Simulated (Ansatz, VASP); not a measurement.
# Al2Cu: VASP beside Ansatz

The input INCAR:

```
  ALGO = Fast
  EDIFF = 1E-6
  ENCUT = 520
  GGA = PS
  ISIF = 2
  ISMEAR = 0
  LASPH = True
  LCHARG = False
  LREAL = False
  LWAVE = False
  NBANDS = 26
  NELM = 60
  PREC = Accurate
  SIGMA = 0.15
```

File KPOINTS:

```
k-points
0
Gamma
  10 10 10
```

POSCAR

```
Al2Cu
1.0
   -3.0264500000      3.0264500000      2.5103500000
    3.0264500000     -3.0264500000      2.5103500000
    3.0264500000      3.0264500000     -2.5103500000
Al Cu
4 2
Direct
    0.1593210787      0.6593210787      0.8186421574
    0.6593210787      0.8406789213      0.5000000000
    0.8406789213      0.3406789213      0.1813578426
    0.3406789213      0.1593210787      0.5000000000
    0.7500000000      0.7500000000      0.0000000000
    0.2500000000      0.2500000000      0.0000000000
```

Input for Ansatz:

```yaml
crystal:
  lattice:
    - [-3.02645, 3.02645, 2.51035]
    - [3.02645, -3.02645, 2.51035]
    - [3.02645, 3.02645, -2.51035]
  atoms:
    - { symbol: Al, position: [0.1593210787, 0.6593210787, 0.8186421574] }
    - { symbol: Al, position: [0.6593210787, 0.8406789213, 0.5] }
    - { symbol: Al, position: [0.8406789213, 0.3406789213, 0.1813578426] }
    - { symbol: Al, position: [0.3406789213, 0.1593210787, 0.5] }
    - { symbol: Cu, position: [0.75, 0.75, 0.0] }
    - { symbol: Cu, position: [0.25, 0.25, 0.0] }
basis:
  ecutwfc: 520.0
kpoints:
  mp_grid: { grid: [10, 10, 10] }
hamiltonian:
  xc: pbesol
  pseudopotentials: { kind: paw, azcp: { folder: soft_1 } }
scf:
  occupations: { method: gaussian, width: 0.15 }
output:
  forces: true
  stress: true
  eigenvalues: true
```

Alike in both runs: task single point; functional PBEsol; k mesh 10 × 10 × 10; occupations gaussian, width 0.15 eV; no spin polarisation.

|  | VASP | Ansatz |
| --- | --- | --- |
| version | VASP 6.6.1 | Ansatz 0.2.0 |
| potentials or method | VASP PAW PBE potentials, release 64 (Al, Cu), cutoff 520 eV | scalar-relativistic, plane waves, PAW |
| valence electrons in the cell | 34 | 50 |

Ansatz gave:

| Item | Value |
| --- | --- |
| gap on the k mesh at the Fermi level (eV) | none |
| pressure (GPa) | -5.6 |
| traceless stress, the component that is largest in VASP (GPa) | -2.17 |
| rms of the force components (eV/Å) | 0.050 |

Q: Which values does VASP return?

A: gap on the k mesh at the Fermi level (eV): none; pressure (GPa): -5.4; traceless stress, the component that is largest in VASP (GPa): -2.13; rms of the force components (eV/Å): 0.049.

VASP's potentials were made for PBE, not for PBEsol, and Ansatz warns of the same on its side. Atom by atom the forces differ by 0.001 eV/Å (rms over components). A gap of «none» marks a metal or a gap that the smearing closes. VASP's potentials hold 34 valence electrons a cell and Ansatz's 50, so a difference there can come from the potentials and not from the codes.
